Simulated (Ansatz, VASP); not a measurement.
# CaSe in VASP and in Ansatz

```
Ca Se
1.0
     0.00000    2.96753    2.96753
     2.96753    0.00000    2.96753
     2.96753    2.96753    0.00000
Ca Se
1 1
Direct
  0.00000 0.00000 0.00000
  0.50000 0.50000 0.50000
```

Alike in both runs: task single point; functional PBE; k mesh 8 × 8 × 8; occupations fermi-dirac, width 0.02 eV; no spin polarisation.

```csv
,VASP,Ansatz
version,VASP 6.6.1,Ansatz 0.2.0
potentials or method,"VASP PAW PBE potentials, release 64 (Ca_sv, Se)","plane waves, PAW"
plane-wave cutoff (eV),520,420
valence electrons in the cell,16,26
```

```tsv
	VASP	Ansatz	Ansatz less VASP
gap on the k mesh at the Fermi level (eV)	2.05	2.06	+0.010
pressure (GPa)	0.7	0.6	-0.17
```

With one functional, cell and mesh, what is left measures potentials, basis and numerics. VASP's potentials hold 16 valence electrons a cell and Ansatz's 26, so a difference there can come from the potentials and not from the codes.
